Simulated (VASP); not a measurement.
Input of a VASP 6.6.1 run:

The input INCAR:

```
PREC = Accurate ; ENCUT = 600
EDIFF = 1E-6 ; ISMEAR = 0
SIGMA = 0.05 ; LREAL = F
LASPH = T ; NELM = 120
ALGO = Normal ; ISIF = 2
LWAVE = F ; LCHARG = F
GGA = PS ; NBANDS = 16
GGA_COMPAT = F
```

File KPOINTS:

```
Automatic mesh
0
Gamma
  12 12 6
```

POSCAR

```
AlN
1.0
    2.8645972347      0.0000000000      0.0000000000
   -1.4322986173      2.4808139768      0.0000000000
    0.0000000000      0.0000000000      5.1827532083
Al N
2 2
Direct
    0.3333333333      0.6666666667      0.0015080761
    0.6666666667      0.3333333333      0.5015080761
    0.3333333333      0.6666666667      0.3834919239
    0.6666666667      0.3333333333      0.8834919239
```

Potentials or basis: VASP PAW PBE potentials, release 64 (Al, N).

Command:

```bash
$ cat potpaw_PBE.64/Al/POTCAR potpaw_PBE.64/N/POTCAR > POTCAR
$ mpirun -np 1 vasp_std > vasp.out
```

(1) What does it give for the band gap on the k mesh?

(2) Estimate the largest force.

Answers

(1) 4.47 eV (least direct gap 4.69 eV).

(2) 1.769 eV/Å.

Caveat: the cell differs from its parent crystal (strain -0.080 along x and y, +0.040 along z); the PAW data sets were made with another functional, which shifts forces and pressure a little.
